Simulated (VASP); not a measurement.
The system is GaBiSe3.

```
CELL_PARAMETERS angstrom
7.00425 0.00000 0.00000
-3.50212 6.06586 0.00000
0.00000 0.00000 5.88357
ATOMIC_POSITIONS crystal
Ga 0.00000 0.00000 0.00000
Ga 0.00000 0.00000 0.50000
Bi 0.33333 0.66667 0.75000
Bi 0.66667 0.33333 0.25000
Se 0.83333 0.66667 0.75000
Se 0.33333 0.16667 0.75000
Se 0.83333 0.16667 0.75000
Se 0.16667 0.33333 0.25000
Se 0.66667 0.83333 0.25000
Se 0.16667 0.83333 0.25000
```

* Program: VASP 6.6.1
* Task: relaxation of cell and atoms
* Functional: PBE
* Potentials or basis: VASP PAW PBE potentials, release 64 (Ga_d, Bi_d, Se)
* Cutoff: 500 eV
* k mesh: 3 × 3 × 4
* Occupations: gaussian, width 0.1 eV
* Spin: no spin polarisation

At the start: pressure 0.9 GPa; volume 25.00 Å³/atom.

How do energy, volume and symmetry change on relaxing?

Over 22 steps the energy falls by 78.2 meV/atom and the volume is 24.64 Å³/atom (-1.4 %); space group P6_3/mmc (No. 194, to 0.1 Å) before and after.

The path:
```csv
step,energy change (eV),largest force (eV/Å),pressure (GPa),volume (Å³)
1,0.0000,1.1242,0.93,249.97
2,-0.3899,0.3350,-1.78,255.15
3,-0.4348,0.0052,-2.82,257.75
4,-0.6286,0.1357,-0.08,242.53
5,-0.6287,0.1396,0.02,242.13
6,-0.6382,0.0843,0.14,242.26
7,-0.6555,0.0993,0.55,242.62
8,-0.6563,0.1800,0.73,242.75
9,-0.6596,0.1879,0.67,243.16
10,-0.6679,0.2145,0.51,244.41
11,-0.6789,0.2760,0.21,246.88
12,-0.6737,0.4232,-0.32,251.73
13,-0.6822,0.3189,0.02,248.52
14,-0.6972,0.2849,-0.17,249.13
15,-0.7326,0.1924,-0.68,250.91
16,-0.7428,0.0228,-1.46,254.27
17,-0.7487,0.0889,-1.19,252.95
18,-0.7683,0.0894,-0.71,250.53
19,-0.7751,0.0856,-0.21,248.21
20,-0.7751,0.0852,-0.18,248.09
21,-0.7777,0.0687,-0.14,247.68
22,-0.7822,0.0200,-0.01,246.45
```

Final structure:
```
Ga Bi Se
1.0
     6.44094    0.00000    0.00000
    -3.22047    5.57802    0.00000
     0.00000    0.00000    6.85949
Ga Bi Se
2 2 6
Direct
  0.00000 0.00000 0.00000
  0.00000 0.00000 0.50000
  0.33333 0.66667 0.75000
  0.66667 0.33333 0.25000
  0.82594 0.65188 0.75000
  0.34812 0.17406 0.75000
  0.82594 0.17406 0.75000
  0.17406 0.34812 0.25000
  0.65188 0.82594 0.25000
  0.17406 0.82594 0.25000
```

Caveat: a cell axis changed by over 15 % at a fixed basis, so the end point is rough.
